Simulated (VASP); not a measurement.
Here is a VASP 6.6.1 calculation.

The input INCAR:

```
SYSTEM = Cd
PREC     = Accurate       ! precision mode
ENCUT    = 520            ! plane-wave cutoff, eV
EDIFF    = 1E-6           ! SCF threshold, eV
ISMEAR   = -1             ! smearing method
SIGMA    = 0.08           ! smearing width, eV
LREAL    = .FALSE.        ! projectors in reciprocal space
LASPH    = .TRUE.         ! aspherical terms in the spheres
NELM     = 80             ! most SCF steps
ALGO     = Normal         ! electronic algorithm
ISIF     = 2              ! what is computed and relaxed
LWAVE    = .FALSE.        ! write WAVECAR
LCHARG   = .FALSE.        ! write CHGCAR
GGA      = PE             ! functional
NBANDS   = 12             ! bands
```

KPOINTS

```
regular mesh
0
G
  18 18 17
  0 0 0
```

Contents of POSCAR:

```
Cd
1.0
    2.4106218193      0.0000000000      0.0000000000
   -1.2053109097      2.0876597345      0.0000000000
    0.0000000000      0.0000000000      2.3596429657
Cd
1
Direct
    0.0000000000      0.0000000000      0.0000000000
```

Potentials or basis: VASP PAW PBE potentials, release 64 (Cd).

The run is started by

```bash
$ cat potpaw_PBE.64/Cd/POTCAR > POTCAR
$ mpirun -np 1 vasp_std > vasp.out
```

(1) What does it give for the band gap on the k mesh?

(2) Predict the pressure.

Answers

(1) zero (band 6 reaches 14.16 eV, above the bottom of band 7 at 7.47 eV).

(2) 218.9 GPa.
